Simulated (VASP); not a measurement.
# Ti3W (P6_3/mmc) in VASP: single point with PBE

Aim: the single point of Ti3W with PBE.

All numbers are computed with VASP 6.6.1; they aren't measurements. Logs are shortened: lines on timing, memory, paths and dates and some standing lists are left out, and cuts for length are marked.

**1. The cell of the first run**

The structure is hexagonal, space group P6_3/mmc (No. 194). The conventional cell has a = 5.777 Å, b = 5.777 Å, c = 4.670 Å, α = 90.00°, β = 90.00°, γ = 120.00°. Ti (site symmetry mm2) has 8 Ti at 2.84 to 2.93 Å and 4 W at 2.85 to 2.89 Å within 3.7 Å. Within 3.8 Å of W (site symmetry -6m2) lie 12 Ti at 2.85 to 2.89 Å.

**2. Single point, PBE**

INCAR

```
  PREC = Accurate
  ENCUT = 520
  EDIFF = 1E-6
  ISMEAR = 0
  SIGMA = 0.1
  LREAL = F
  LASPH = T
  NELM = 100
  ALGO = Fast
  ISIF = 2
  LWAVE = F
  LCHARG = T
  GGA = PE
  LELF = T
  LVHAR = T
  NBANDS = 60
```

KPOINTS

```
regular mesh
0
Gamma
  6 6 4
```

POSCAR

```
Ti3W
1.0
    5.7770872940      0.0000000000      0.0000000000
   -2.8885436470      5.0031043565      0.0000000000
    0.0000000000      0.0000000000      4.6702933072
Ti W
6 2
Direct
    0.8306538170      0.6613076340      0.2500000000
    0.1693461830      0.8306538170      0.7500000000
    0.3386923660      0.1693461830      0.2500000000
    0.1693461830      0.3386923660      0.7500000000
    0.8306538170      0.1693461830      0.2500000000
    0.6613076340      0.8306538170      0.7500000000
    0.3333333333      0.6666666667      0.2500000000
    0.6666666667      0.3333333333      0.7500000000
```

Potentials or basis: VASP PAW PBE potentials, release 64 (Ti_sv, W_sv).

Command:

```
$ cat potpaw_PBE.64/Ti_sv/POTCAR potpaw_PBE.64/W_sv/POTCAR > POTCAR
$ mpirun -np 1 vasp_std > vasp.out
```

OUTCAR:

```text
PREC = Accurate
   ENCUT = 520
   EDIFF = 1E-6
   ISMEAR = 0
   LREAL = F
   LASPH = T
   NELM = 100
   ISIF = 2
   GGA = PE

 ion  position               nearest neighbor table
   1  0.831  0.661  0.250-   3 2.84   5 2.84   8 2.85   8 2.85   6 2.89   6 2.89   2 2.89   2 2.89
                             7 2.89   7 2.89
   2  0.169  0.831  0.750-   6 2.84   4 2.84   7 2.85   7 2.85   1 2.89   1 2.89   3 2.89   3 2.89
                             8 2.89   8 2.89
   3  0.339  0.169  0.250-   5 2.84   1 2.84   8 2.85   8 2.85   4 2.89   4 2.89   2 2.89   2 2.89
                             7 2.89   7 2.89
   4  0.169  0.339  0.750-   2 2.84   6 2.84   7 2.85   7 2.85   3 2.89   3 2.89   5 2.89   5 2.89
                             8 2.89   8 2.89
   5  0.831  0.169  0.250-   3 2.84   1 2.84   8 2.85   8 2.85   4 2.89   4 2.89   6 2.89   6 2.89
                             7 2.89   7 2.89
   6  0.661  0.831  0.750-   2 2.84   4 2.84   7 2.85   7 2.85   1 2.89   1 2.89   5 2.89   5 2.89
                             8 2.89   8 2.89
   7  0.333  0.667  0.250-   2 2.85   2 2.85   6 2.85   6 2.85   4 2.85   4 2.85   1 2.89   3 2.89
                             5 2.89   5 2.89   1 2.89   3 2.89
   8  0.667  0.333  0.750-   5 2.85   5 2.85   3 2.85   3 2.85   1 2.85   1 2.85   4 2.89   6 2.89
                             2 2.89   2 2.89   4 2.89   6 2.89

  LATTYP: Found a hexagonal cell.
 ALAT       =     5.7770872940
 C/A-ratio  =     0.8084166068

  Lattice vectors:

 A1 = (   5.7770872940,   0.0000000000,   0.0000000000)
 A2 = (  -2.8885436470,   5.0031043565,   0.0000000000)
 A3 = (   0.0000000000,   0.0000000000,   4.6702933072)

Analysis of symmetry for initial positions (statically):
=====================================================================
 Subroutine PRICEL returns:
 Original cell was already a primitive cell.

 Routine SETGRP: Setting up the symmetry group for a
 hexagonal supercell.

 Subroutine GETGRP returns: Found 24 space group operations
 (whereof 12 operations were pure point group operations)
 out of a pool of 24 trial point group operations.

The static configuration has the point symmetry D_3d.
 The point group associated with its full space group is D_6h.

Analysis of symmetry for dynamics (positions and initial velocities):
=====================================================================
 Subroutine PRICEL returns:
 Original cell was already a primitive cell.

 Routine SETGRP: Setting up the symmetry group for a
 hexagonal supercell.

 Subroutine GETGRP returns: Found 24 space group operations
 (whereof 12 operations were pure point group operations)
 out of a pool of 24 trial point group operations.

The dynamic configuration has the point symmetry D_3d.
 The point group associated with its full space group is D_6h.

 Subroutine INISYM returns: Found 24 space group operations
 (whereof 12 operations are pure point group operations),
 and found     1 'primitive' translations

----------------------------------------------------------------------------------------

                                     Primitive cell

  volume of cell :     134.9872

  direct lattice vectors                    reciprocal lattice vectors
     5.777087294  0.000000000  0.000000000     0.173097609  0.099937951  0.000000000
    -2.888543647  5.003104356  0.000000000     0.000000000  0.199875903  0.000000000
     0.000000000  0.000000000  4.670293307     0.000000000  0.000000000  0.214119314

  length of vectors
     5.777087294  5.777087294  4.670293307     0.199875903  0.199875903  0.214119314

  position of ions in fractional coordinates (direct lattice)
     0.830653817  0.661307634  0.250000000
     0.169346183  0.830653817  0.750000000
     0.338692366  0.169346183  0.250000000
     0.169346183  0.338692366  0.750000000
     0.830653817  0.169346183  0.250000000
     0.661307634  0.830653817  0.750000000
     0.333333333  0.666666667  0.250000000
     0.666666667  0.333333333  0.750000000

  ion indices of the primitive-cell ions
   primitive index   ion index
                 1           1
                 2           2
                 3           3
                 4           4
                 5           5
                 6           6
                 7           7
                 8           8

----------------------------------------------------------------------------------------

 KPOINTS: regular mesh

Automatic generation of k-mesh.
 Grid dimensions read from file:
 generate k-points for:    6    6    4

 Generating k-lattice:

  Cartesian coordinates                     Fractional coordinates (reciprocal lattice)
     0.028849602  0.016656325  0.000000000     0.166666667 -0.000000000  0.000000000
     0.000000000  0.033312650  0.000000000     0.000000000  0.166666667  0.000000000
     0.000000000  0.000000000  0.053529829     0.000000000  0.000000000  0.250000000

  Length of vectors
     0.033312650  0.033312650  0.053529829

  Shift w.r.t. Gamma in fractional coordinates (k-lattice)
     0.000000000  0.000000000  0.000000000

 Subroutine IBZKPT returns following result:
 ===========================================

 Found     21 irreducible k-points:

 Following reciprocal coordinates:
            Coordinates               Weight
  0.000000  0.000000  0.000000      1.000000
  0.166667 -0.000000  0.000000      6.000000
  0.333333  0.000000  0.000000      6.000000
  0.500000  0.000000  0.000000      3.000000
  0.166667  0.166667  0.000000      6.000000
  0.333333  0.166667  0.000000     12.000000
[... 13 lines left out ...]
  0.333333  0.166667  0.500000     12.000000
  0.333333  0.333333  0.500000      2.000000
   k-points           NKPTS =     21   k-points in BZ     NKDIM =     21   number of bands    NBANDS=     60
   number of dos      NEDOS =    301   number of ions     NIONS =      8
   total plane-waves  NPLWV =  82944
   dimension x,y,z NGX =    48 NGY =   48 NGZ =   36
   dimension x,y,z NGXF=    96 NGYF=   96 NGZF=   72
   ions per type =               6   2
   NGX,Y,Z   is equivalent  to a cutoff of  13.81, 13.81, 12.81 a.u.
   NGXF,Y,Z  is equivalent  to a cutoff of  27.63, 27.63, 25.63 a.u.
 SYSTEM =  unknown system
   PREC   = accura    normal or accurate (medium, high low for compatibility)
   ISTART =      0    job   : 0-new  1-cont  2-samecut
   ICHARG =      2    charge: 1-file 2-atom 10-const
   ISPIN  =      1    spin polarized calculation?
   LNONCOLLINEAR =      F non collinear calculations
   LSORBIT =      F    spin-orbit coupling
   LASPH  =      T    aspherical Exc in radial PAW
   ENCUT  =  520.0 eV  38.22 Ry    6.18 a.u.  10.74 10.74  8.68*2*pi/ulx,y,z
   NELM   =    100;   NELMIN=  2; NELMDL= -5     # of ELM steps
   EDIFF  = 0.1E-05   stopping-criterion for ELM
   LREAL  =      F    real-space projection
   EDIFFG = 0.1E-04   stopping-criterion for IOM
   NSW    =      0    number of steps for IOM
   IBRION =     -1    ionic relax: 0-MD 1-quasi-New 2-CG
   NFREE  =      0    steps in history (QN), initial steepest desc. (CG)
   ISIF   =      2    stress and relaxation
   ISYM   =      2    0-nonsym 1-usesym 2-fastsym
   POTIM  = 0.5000    time-step for ionic-motion
   TEBEG  =    0.0;   TEEND  =   0.0 temperature during run
   PSTRESS=    0.0 pullay stress
   NELECT =     100.0000    total number of electrons
   NUPDOWN=      -1.0000    fix difference up-down
   EMIN   =  10.00;   EMAX   =-10.00  energy-range for DOS
   EFERMI =   0.00;   METHOD = LEGACY
   ISMEAR =     0;   SIGMA  =   0.10  broadening in eV -4-tet -1-fermi 0-gaus
   EFERMI_NEDOS =   21; number of points for ismear=-14 and -15
   IALGO  =     68    algorithm
   IMIX   =      4    mixing-type and parameters
     AMIX     =   0.40;   BMIX     =  1.00
     AMIX_MAG =   1.60;   BMIX_MAG =  1.00
  volume/ion in A,a.u.               =      16.87       113.87
  Fermi-wavevector in a.u.,A,eV,Ry     =   1.481303  2.799257 29.854707  2.194259
  Thomas-Fermi vector in A             =   2.595230
   LORBIT       =      0    0 simple, 1 ext, 2 COOP (PROOUT), +10 PAW based schemes
   GGA     = PE    functional components
   LHFCALC =     F    Hartree Fock is set to
   AEXX    =    0.0000 exact exchange contribution
   IVDW    =     0    specifies the selected vdW correction
   LEPSILON=     F    determine dielectric tensor
   LRPA    =     F    only Hartree local field effects (RPA)
 non-spin polarized calculation
 RMM-DIIS sequential band-by-band and
 Gauss-broadening in eV      SIGMA  =   0.10
  energy-cutoff  :      520.00
  volume of cell :      134.99
 maximum number of plane-waves:      3689
 NGX is ok and might be reduce to    48
   NGX = 21   NGY = 21   NGZ = 17

 number of electron     100.0000012 magnetization

 Free energy of the ion-electron system (eV)
  ---------------------------------------------------
  ext. energy  EPLUGINS =         0.00000000
  ---------------------------------------------------
  free energy    TOTEN  =       -71.70265604 eV

  energy without entropy =      -71.63328675  energy(sigma->0) =      -71.66797139

 E-fermi :   9.0295     XC(G=0): -12.0529

 val. band max:        9.0228357940   @ k =   0.3333   0.1667   0.2500
 cond. band min:       9.0585633259   @ k =   0.3333   0.0000   0.0000
 fundamental gap:      0.0357275319
 Fermi energy:         9.0295018152

 k-point     1 :       0.0000    0.0000    0.0000
  band No.  band energies     occupation
      1     -64.4701      2.00000
      2     -64.4695      2.00000
      3     -47.8060      2.00000
      4     -47.7170      2.00000
      5     -47.7167      2.00000
      6     -47.7167      2.00000
[... 52 lines left out ...]
     59      10.0758      0.00000
     60      10.0997      0.00000

 k-point     2 :       0.1667   -0.0000    0.0000
  band No.  band energies     occupation
      1     -64.4700      2.00000
      2     -64.4695      2.00000
      3     -47.8008      2.00000
      4     -47.7234      2.00000
      5     -47.7169      2.00000
      6     -47.7146      2.00000
[... 52 lines left out ...]
     59      10.0433      0.00000
     60      10.0740      0.00000

 k-point     3 :       0.3333    0.0000    0.0000
  band No.  band energies     occupation
      1     -64.4699      2.00000
      2     -64.4696      2.00000
      3     -47.7870      2.00000
      4     -47.7400      2.00000
      5     -47.7172      2.00000
      6     -47.7091      2.00000
[... 1123 lines left out ...]
     59      10.5110      0.00000
     60      10.5732      0.00000

 k-point    21 :       0.3333    0.3333    0.5000
  band No.  band energies     occupation
      1     -64.4697      2.00000
      2     -64.4697      2.00000
      3     -47.7351      2.00000
      4     -47.7351      2.00000
      5     -47.7225      2.00000
      6     -47.7225      2.00000
[... 52 lines left out ...]
     59      10.5121      0.00000
     60      10.5412      0.00000

------------------------ aborting loop because EDIFF is reached ----------------------------------------

  FORCE on cell =-STRESS in cart. coord.  units (eV):
  Direction    XX          YY          ZZ          XY          YZ          ZX
  --------------------------------------------------------------------------------------
  -------------------------------------------------------------------------------------
  Total       -0.1029213     -0.1029213     -0.1772604      0.0000000     -0.0000000      0.0000000
  in kB       -1.2215841     -1.2215841     -2.1039219      0.0000000     -0.0000000      0.0000000
  external PRESSURE =      -1.5156967 kB  Pullay stress =       0.0000000 kB

 VOLUME and BASIS-vectors are now :
 -----------------------------------------------------------------------------
  energy-cutoff  :      520.00
  volume of cell :      134.99
      direct lattice vectors                 reciprocal lattice vectors
     5.777087294  0.000000000  0.000000000     0.173097609  0.099937951  0.000000000
    -2.888543647  5.003104356  0.000000000     0.000000000  0.199875903  0.000000000
     0.000000000  0.000000000  4.670293307     0.000000000  0.000000000  0.214119314

 POSITION                                       TOTAL-FORCE (eV/Angst)
 -----------------------------------------------------------------------------------
      2.88854      3.30859      1.16757        -0.000000     -0.010201     -0.000000
     -1.42105      4.15585      3.50272         0.008835     -0.005101     -0.000000
      1.46749      0.84726      1.16757         0.008835      0.005101     -0.000000
      0.00000      1.69451      3.50272         0.000000      0.010201      0.000000
      4.30960      0.84726      1.16757        -0.008835      0.005101      0.000000
      1.42105      4.15585      3.50272        -0.008835     -0.005101     -0.000000
     -0.00000      3.33540      1.16757         0.000000      0.000000      0.000000
      2.88854      1.66770      3.50272        -0.000000      0.000000      0.000000
 -----------------------------------------------------------------------------------
    total drift:                               -0.000001      0.000000     -0.000000

  FREE ENERGIE OF THE ION-ELECTRON SYSTEM (eV)
  ---------------------------------------------------
  free  energy   TOTEN  =       -71.7026560376 eV

  energy  without entropy=      -71.6332867498  energy(sigma->0) =      -71.66797139
```

Wall time 19 min (1 thread of Intel Xeon 8259CL, shared host); peak memory 0.35 GiB.

What came out:

| Quantity | Value |
| --- | --- |
| Free energy | -71.7027 eV |
| Pressure | -0.2 GPa |
| Largest force | 0.010 eV/Å |
| Band gap on the k mesh | zero (bands 50 and 51 overlap by 0.67 eV) |

Forces in eV/Å, atoms in the order of the input:
```
Ti   0.000 -0.010  0.000
Ti   0.009 -0.005  0.000
Ti   0.009  0.005  0.000
Ti   0.000  0.010  0.000
Ti  -0.009  0.005  0.000
Ti  -0.009 -0.005  0.000
W    0.000  0.000  0.000
W    0.000  0.000  0.000
```

Levels at points of the mesh, in eV from the Fermi level:
| k point | band 46 | band 47 | band 48 | band 49 | band 50 | band 51 | band 52 | band 53 | band 54 | band 55 |
| --- | --- | --- | --- | --- | --- | --- | --- | --- | --- | --- |
| (0.00, 0.00, 0.00) | -0.57 | -0.20 | -0.20 | 0.48 | 0.48 | 0.48 | 0.52 | 0.52 | 0.55 | 0.57 |
| (0.50, 0.00, 0.00) | -1.19 | -0.94 | -0.61 | -0.41 | -0.09 | 0.25 | 0.33 | 0.37 | 0.59 | 0.77 |
| (0.00, 0.00, 0.50) | -1.46 | -0.24 | -0.24 | 0.46 | 0.46 | 0.46 | 0.46 | 1.31 | 1.31 | 1.37 |
| (0.50, 0.00, 0.50) | -1.16 | -0.84 | -0.84 | -0.50 | -0.50 | -0.19 | -0.19 | 0.06 | 0.06 | 0.24 |

Caveat: spin-orbit coupling is left out, which moves the levels of the heavy elements.
